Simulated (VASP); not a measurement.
Write the native input for VASP 6.6.1 that does the following.

* Task: single point
* Functional: PBE
* Potentials or basis: VASP PAW PBE potentials, release 64 (Ag, Cl)
* Cutoff: 520 eV
* k mesh: 8 × 8 × 8
* Occupations: gaussian, width 0.05 eV
* Spin: no spin polarisation
* Dipole correction: no
* Further INCAR settings: ALGO = Normal; EDIFF = 1e-06; NBANDS = 26

The structure of AgCl lies in POSCAR:

```
AgCl
1.0
    3.6654343114      0.0000000000      0.0000000000
    0.0000000000      0.0000000000     -3.8439324781
   -1.8327171557      5.4431635047      0.0000000000
Ag Cl
2 2
Direct
    0.6034446000      0.2500000000      0.2068892000
    0.3965554000      0.7500000000      0.7931108000
    0.1345512700      0.7500000000      0.2691025400
    0.8654487300      0.2500000000      0.7308974600
```

The input as run:

INCAR

```
PREC     = Accurate       # precision mode
ENCUT    = 520            # plane-wave cutoff, eV
EDIFF    = 1E-6           # SCF threshold, eV
ISMEAR   = 0              # smearing method
SIGMA    = 0.05           # smearing width, eV
LREAL    = F              # projectors in reciprocal space
LASPH    = T              # aspherical terms in the spheres
NELM     = 60             # most SCF steps
ALGO     = Normal         # electronic algorithm
ISIF     = 2              # what is computed and relaxed
LWAVE    = F              # write WAVECAR
LCHARG   = F              # write CHGCAR
GGA      = PE             # functional
NBANDS   = 26             # bands
```

KPOINTS

```
Automatic mesh
0
Gamma
  8 8 8
```

Potentials or basis: VASP PAW PBE potentials, release 64 (Ag, Cl).

The run is started by

```console
$ cat potpaw_PBE.64/Ag/POTCAR potpaw_PBE.64/Cl/POTCAR > POTCAR
$ mpirun -np 1 vasp_std > vasp.out
```

Results of the run:

| Property | Result |
| --- | --- |
| Pressure | 5.6 GPa |
| Largest force | 0.057 eV/Å |
| Band gap on the k mesh | 0.46 eV (least direct gap 2.10 eV) |

Caveat: the cell stands under pressure; semilocal functionals underestimate gaps, and a narrow one can read as zero.

Run time: 4 min on 1 thread of Intel Xeon 8259CL (shared host), peak memory 0.31 GiB.
